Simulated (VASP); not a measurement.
# Pd2PtS6 (R-3) in VASP: relaxation of cell and atoms with PBE

Aim: the relaxation of cell and atoms of Pd2PtS6 with PBE.

Everything below comes from runs of VASP 6.6.1. Logs are shortened: lines on timing, memory, paths and dates and some standing lists are left out, and cuts for length are marked.

## Step 1: The cell of the first run

Symmetry: R-3, No. 148, trigonal system. Conventional cell: a = 6.171 Å, b = 6.171 Å, c = 18.854 Å, α = 90.00°, β = 90.00°, γ = 120.00°. Pd (site symmetry 3) has 6 S at 2.40 Å within 3.2 Å. Within 3.2 Å of Pt (site symmetry -3) lie 6 S at 2.40 Å. Within 3.3 Å of S (site symmetry 1) lie 1 Pt at 2.40 Å and 2 Pd at 2.40 Å and 3 S at 3.21 to 3.22 Å.

## Step 2: Relaxation of cell and atoms, PBE

The input, INCAR:

```
SYSTEM = Pd2PtS6
PREC = Accurate ; ENCUT = 600
EDIFF = 1E-6 ; ISMEAR = 0
SIGMA = 0.02 ; LREAL = .False.
LASPH = .True. ; NELM = 100
ALGO = Normal ; ISIF = 3
LWAVE = .False. ; LCHARG = .False.
GGA = PE ; IBRION = 2
NSW = 100 ; EDIFFG = -0.01
```

The input, KPOINTS:

```
Automatic mesh
0
Gamma
  6 6 6
  0 0 0
```

The input, POSCAR:

```
Pd2PtS6
1.0
    3.0856633292      1.7815085537      6.2846776606
   -3.0856633292      1.7815085537      6.2846776606
    0.0000000000     -3.5630171074      6.2846776606
Pd Pt S
2 1 6
Direct
    0.3333525103      0.3333525103      0.3333525103
    0.6666474897      0.6666474897      0.6666474897
    0.0000000000      0.0000000000      0.0000000000
    0.0654728785      0.7325065794      0.3986085998
    0.3986085998      0.0654728785      0.7325065794
    0.7325065794      0.3986085998      0.0654728785
    0.9345271215      0.2674934206      0.6013914002
    0.2674934206      0.6013914002      0.9345271215
    0.6013914002      0.9345271215      0.2674934206
```

Potentials or basis: VASP PAW PBE potentials, release 64 (Pd, Pt, S).

Command:

```sh
cat potpaw_PBE.64/Pd/POTCAR potpaw_PBE.64/Pt/POTCAR potpaw_PBE.64/S/POTCAR > POTCAR
mpirun -np 1 vasp_std > vasp.out
```

OUTCAR:

```text
SYSTEM = Pd2PtS6
   PREC = Accurate
   ENCUT = 600
   EDIFF = 1E-6
   ISMEAR = 0
   LREAL = .False.
   LASPH = .True.
   NELM = 100
   ISIF = 3
   GGA = PE
   IBRION = 2
   NSW = 100
   EDIFFG = -0.01

 ion  position               nearest neighbor table
   1  0.333  0.333  0.333-   7 2.40   8 2.40   9 2.40   5 2.40   6 2.40   4 2.40
   2  0.667  0.667  0.667-   4 2.40   6 2.40   5 2.40   9 2.40   8 2.40   7 2.40
   3  0.000  0.000  0.000-   4 2.40   7 2.40   5 2.40   9 2.40   8 2.40   6 2.40
   4  0.065  0.733  0.399-   3 2.40   2 2.40   1 2.40
   5  0.399  0.065  0.733-   3 2.40   2 2.40   1 2.40
   6  0.733  0.399  0.065-   3 2.40   2 2.40   1 2.40
   7  0.935  0.267  0.601-   3 2.40   1 2.40   2 2.40
   8  0.267  0.601  0.935-   3 2.40   1 2.40   2 2.40
   9  0.601  0.935  0.267-   3 2.40   1 2.40   2 2.40

  LATTYP: Found a trigonal (rhomboedric) cell.
 ALAT       =     7.2244213751
 COS(alpha) =     0.6351444673

  Lattice vectors:

 A1 = (   3.0856633292,   1.7815085537,   6.2846776606)
 A2 = (  -3.0856633292,   1.7815085537,   6.2846776606)
 A3 = (   0.0000000000,  -3.5630171074,   6.2846776606)

Analysis of symmetry for initial positions (statically):
=====================================================================
 Subroutine PRICEL returns:
 Original cell was already a primitive cell.

 Routine SETGRP: Setting up the symmetry group for a
 trigonal (rhombohedral) supercell.

 Subroutine GETGRP returns: Found  6 space group operations
 (whereof  6 operations were pure point group operations)
 out of a pool of 12 trial point group operations.

The static configuration has the point symmetry S_6 .

Analysis of symmetry for dynamics (positions and initial velocities):
=====================================================================
 Subroutine PRICEL returns:
 Original cell was already a primitive cell.

 Routine SETGRP: Setting up the symmetry group for a
 trigonal (rhombohedral) supercell.

 Subroutine GETGRP returns: Found  6 space group operations
 (whereof  6 operations were pure point group operations)
 out of a pool of 12 trial point group operations.

The dynamic configuration has the point symmetry S_6 .

 Subroutine INISYM returns: Found  6 space group operations
 (whereof  6 operations are pure point group operations),
 and found     1 'primitive' translations

----------------------------------------------------------------------------------------

                                     Primitive cell

  volume of cell :     207.2864

  direct lattice vectors                    reciprocal lattice vectors
     3.085663329  1.781508554  6.284677661     0.162039713  0.093553672  0.053039050
    -3.085663329  1.781508554  6.284677661    -0.162039713  0.093553672  0.053039050
     0.000000000 -3.563017107  6.284677661     0.000000000 -0.187107344  0.053039050

  length of vectors
     7.224421375  7.224421375  7.224421375     0.194479559  0.194479559  0.194479559

  position of ions in fractional coordinates (direct lattice)
     0.333352510  0.333352510  0.333352510
     0.666647490  0.666647490  0.666647490
     0.000000000  0.000000000  0.000000000
     0.065472879  0.732506579  0.398608600
     0.398608600  0.065472879  0.732506579
     0.732506579  0.398608600  0.065472879
     0.934527121  0.267493421  0.601391400
     0.267493421  0.601391400  0.934527121
     0.601391400  0.934527121  0.267493421

  ion indices of the primitive-cell ions
   primitive index   ion index
                 1           1
                 2           2
                 3           3
                 4           4
                 5           5
                 6           6
                 7           7
                 8           8
                 9           9

----------------------------------------------------------------------------------------

 KPOINTS: Automatic mesh

Automatic generation of k-mesh.
 Grid dimensions read from file:
 generate k-points for:    6    6    6

 Generating k-lattice:

  Cartesian coordinates                     Fractional coordinates (reciprocal lattice)
     0.027006619  0.015592279  0.008839842     0.166666667 -0.000000000  0.000000000
    -0.027006619  0.015592279  0.008839842    -0.000000000  0.166666667  0.000000000
     0.000000000 -0.031184557  0.008839842     0.000000000  0.000000000  0.166666667

  Length of vectors
     0.032413260  0.032413260  0.032413260

  Shift w.r.t. Gamma in fractional coordinates (k-lattice)
     0.000000000  0.000000000  0.000000000

 Subroutine IBZKPT returns following result:
 ===========================================

 Found     40 irreducible k-points:

 Following reciprocal coordinates:
            Coordinates               Weight
  0.000000  0.000000  0.000000      1.000000
  0.166667  0.000000 -0.000000      6.000000
  0.333333  0.000000 -0.000000      6.000000
  0.500000  0.000000 -0.000000      3.000000
  0.166667  0.166667 -0.000000      6.000000
  0.333333  0.166667  0.000000      6.000000
[... 16 lines left out ...]
  0.333333  0.333333  0.166667      6.000000
  0.500000  0.333333  0.166667      6.000000
 [... further k-points ...]
   k-points           NKPTS =     40   k-points in BZ     NKDIM =     40   number of bands    NBANDS=     39
   number of dos      NEDOS =    301   number of ions     NIONS =      9
   total plane-waves  NPLWV = 216000
   dimension x,y,z NGX =    60 NGY =   60 NGZ =   60
   dimension x,y,z NGXF=   120 NGYF=  120 NGZF=  120
   ions per type =               2   1   6
   NGX,Y,Z   is equivalent  to a cutoff of  13.81, 13.81, 13.81 a.u.
   NGXF,Y,Z  is equivalent  to a cutoff of  27.61, 27.61, 27.61 a.u.
 SYSTEM =  Pd2PtS6
   PREC   = accura    normal or accurate (medium, high low for compatibility)
   ISTART =      0    job   : 0-new  1-cont  2-samecut
   ICHARG =      2    charge: 1-file 2-atom 10-const
   ISPIN  =      1    spin polarized calculation?
   LNONCOLLINEAR =      F non collinear calculations
   LSORBIT =      F    spin-orbit coupling
   LASPH  =      T    aspherical Exc in radial PAW
   ENCUT  =  600.0 eV  44.10 Ry    6.64 a.u.  14.43 14.43 14.43*2*pi/ulx,y,z
   NELM   =    100;   NELMIN=  2; NELMDL= -5     # of ELM steps
   EDIFF  = 0.1E-05   stopping-criterion for ELM
   LREAL  =      F    real-space projection
   EDIFFG = -.1E-01   stopping-criterion for IOM
   NSW    =    100    number of steps for IOM
   IBRION =      2    ionic relax: 0-MD 1-quasi-New 2-CG
   NFREE  =      1    steps in history (QN), initial steepest desc. (CG)
   ISIF   =      3    stress and relaxation
   ISYM   =      2    0-nonsym 1-usesym 2-fastsym
   POTIM  = 0.5000    time-step for ionic-motion
   TEBEG  =    0.0;   TEEND  =   0.0 temperature during run
   PSTRESS=    0.0 pullay stress
   NELECT =      66.0000    total number of electrons
   NUPDOWN=      -1.0000    fix difference up-down
   EMIN   =  10.00;   EMAX   =-10.00  energy-range for DOS
   EFERMI =   0.00;   METHOD = LEGACY
   ISMEAR =     0;   SIGMA  =   0.02  broadening in eV -4-tet -1-fermi 0-gaus
   EFERMI_NEDOS =   21; number of points for ismear=-14 and -15
   IALGO  =     38    algorithm
   IMIX   =      4    mixing-type and parameters
     AMIX     =   0.40;   BMIX     =  1.00
     AMIX_MAG =   1.60;   BMIX_MAG =  1.00
  volume/ion in A,a.u.               =      23.03       155.43
  Fermi-wavevector in a.u.,A,eV,Ry     =   1.117890  2.112507 17.002915  1.249679
  Thomas-Fermi vector in A             =   2.254517
   LORBIT       =      0    0 simple, 1 ext, 2 COOP (PROOUT), +10 PAW based schemes
   GGA     = PE    functional components
   LHFCALC =     F    Hartree Fock is set to
   AEXX    =    0.0000 exact exchange contribution
   IVDW    =     0    specifies the selected vdW correction
   LEPSILON=     F    determine dielectric tensor
   LRPA    =     F    only Hartree local field effects (RPA)
 conjugate gradient relaxation of ions
 non-spin polarized calculation
 Gauss-broadening in eV      SIGMA  =   0.02
  energy-cutoff  :      600.00
  volume of cell :      207.29
 maximum number of plane-waves:      6973
 NGX is ok and might be reduce to    60
   NGX = 29   NGY = 29   NGZ = 29

--------------------------------------- Ionic step        1  -------------------------------------------

 number of electron      66.0000003 magnetization

 Free energy of the ion-electron system (eV)
  ---------------------------------------------------
  ext. energy  EPLUGINS =         0.00000000
  ---------------------------------------------------
  free energy    TOTEN  =       -43.45665170 eV

  energy without entropy =      -43.45665170  energy(sigma->0) =      -43.45665170

------------------------ aborting loop because EDIFF is reached ----------------------------------------

  FORCE on cell =-STRESS in cart. coord.  units (eV):
  Direction    XX          YY          ZZ          XY          YZ          ZX
  --------------------------------------------------------------------------------------
  -------------------------------------------------------------------------------------
  Total       -0.3986135     -0.3986135     -0.2150749      0.0000000     -0.0000000      0.0000000
  in kB       -3.0810013     -3.0810013     -1.6623772      0.0000003     -0.0000000      0.0000000
  external PRESSURE =      -2.6081266 kB  Pullay stress =       0.0000000 kB
[... 71 lines left out ...]
  energy  without entropy=      -43.4562800686  energy(sigma->0) =      -43.45628007

--------------------------------------- Ionic step        3  -------------------------------------------

 number of electron      66.0000004 magnetization

 Free energy of the ion-electron system (eV)
  ---------------------------------------------------
  ext. energy  EPLUGINS =         0.00000000
  ---------------------------------------------------
  free energy    TOTEN  =       -43.45715052 eV

  energy without entropy =      -43.45715052  energy(sigma->0) =      -43.45715052

 E-fermi :   3.4843     XC(G=0):  -9.0953

 val. band max:        3.3603191953   @ k =  -0.1667   0.1667   0.1667
 cond. band min:       4.3948700822   @ k =   0.5000   0.3333  -0.0000
 fundamental gap:      1.0345508868
 Fermi energy:         3.4843491707

 k-point     1 :       0.0000    0.0000    0.0000
  band No.  band energies     occupation
      1     -10.4900      2.00000
      2      -8.7751      2.00000
      3      -8.7751      2.00000
      4      -8.7095      2.00000
      5      -8.7095      2.00000
      6      -8.4685      2.00000
[... 997 lines left out ...]
     38       5.5973      0.00000
     39       5.8275      0.00000

 [... further k-points ...]
[... 5 lines left out ...]
  --------------------------------------------------------------------------------------
  -------------------------------------------------------------------------------------
  Total       -0.0049576     -0.0049576      0.0455266      0.0000000     -0.0000000      0.0000000
  in kB       -0.0384096     -0.0384096      0.3527215      0.0000000     -0.0000000      0.0000000
  external PRESSURE =       0.0919674 kB  Pullay stress =       0.0000000 kB
[... 24 lines left out ...]
  FREE ENERGIE OF THE ION-ELECTRON SYSTEM (eV)
  ---------------------------------------------------
  free  energy   TOTEN  =       -43.4571505195 eV

  energy  without entropy=      -43.4571505195  energy(sigma->0) =      -43.45715052

 reached required accuracy - stopping structural energy minimisation
```

It took 22 min on 1 thread of AMD EPYC 9755, shared host; peak memory 0.71 GiB.

What came out:

| Item | Value |
| --- | --- |
| Free energy | -43.4572 eV |
| Relaxed volume | 22.98 Å³/atom |
| Relaxed cell | a = 7.220 Å, b = 7.220 Å, c = 7.220 Å, α = 50.55°, β = 50.55°, γ = 50.55° |
| Space group after relaxing (to 0.1 Å) | R-3 (No. 148) |
| Energy gained by relaxing | 0.1 meV/atom |
| Ionic steps | 3 |
| Pressure after relaxing | 0.0 GPa |
| Largest force after relaxing | 0.004 eV/Å |
| Band gap on the k mesh | 1.03 eV (least direct gap 1.19 eV) |

Forces in eV/Å, atoms in the order of the input:
```
Pd   0.000  0.000  0.000
Pd   0.000  0.000  0.000
Pt   0.000  0.000  0.000
S   -0.001  0.002  0.003
S   -0.001 -0.002  0.003
S    0.002  0.000  0.003
S    0.001 -0.002 -0.003
S   -0.002  0.000 -0.003
S    0.001  0.002 -0.003
```

Step by step:
```
step  energy change (eV)  largest force (eV/Å)  pressure (GPa)  volume (Å³)
   1              0.0000                0.0330           -0.26       207.29
   2              0.0004                0.0490            0.37       206.16
   3             -0.0005                0.0037            0.01       206.80
```

Final structure:
```
CELL_PARAMETERS angstrom
3.08279 1.77985 6.28152
-3.08279 1.77985 6.28152
0.00000 -3.55970 6.28152
ATOMIC_POSITIONS crystal
Pd 0.33335 0.33335 0.33335
Pd 0.66665 0.66665 0.66665
Pt 0.00000 0.00000 0.00000
S 0.06544 0.73250 0.39854
S 0.39854 0.06544 0.73250
S 0.73250 0.39854 0.06544
S 0.93456 0.26750 0.60146
S 0.26750 0.60146 0.93456
S 0.60146 0.93456 0.26750
```

Levels at points of the mesh, in eV from the valence-band top:
| k point | band 29 | band 30 | band 31 | band 32 | band 33 | band 34 | band 35 | band 36 | band 37 | band 38 |
| --- | --- | --- | --- | --- | --- | --- | --- | --- | --- | --- |
| (0.00, 0.00, 0.00) | -1.02 | -1.02 | -0.29 | -0.29 | -0.28 | 1.43 | 1.43 | 1.78 | 1.78 | 2.66 |
| (0.50, 0.00, 0.00) | -1.09 | -0.92 | -0.82 | -0.23 | -0.05 | 1.29 | 1.53 | 1.59 | 1.82 | 2.32 |
| (0.50, 0.50, 0.00) | -0.98 | -0.89 | -0.71 | -0.38 | -0.21 | 1.26 | 1.49 | 1.58 | 1.74 | 2.24 |
| (0.50, 0.50, 0.50) | -0.96 | -0.96 | -0.83 | -0.31 | -0.31 | 1.27 | 1.27 | 1.63 | 1.63 | 2.68 |

Caveat: spin-orbit coupling is left out, which moves the levels of the heavy elements. A k mesh can miss the band edges.
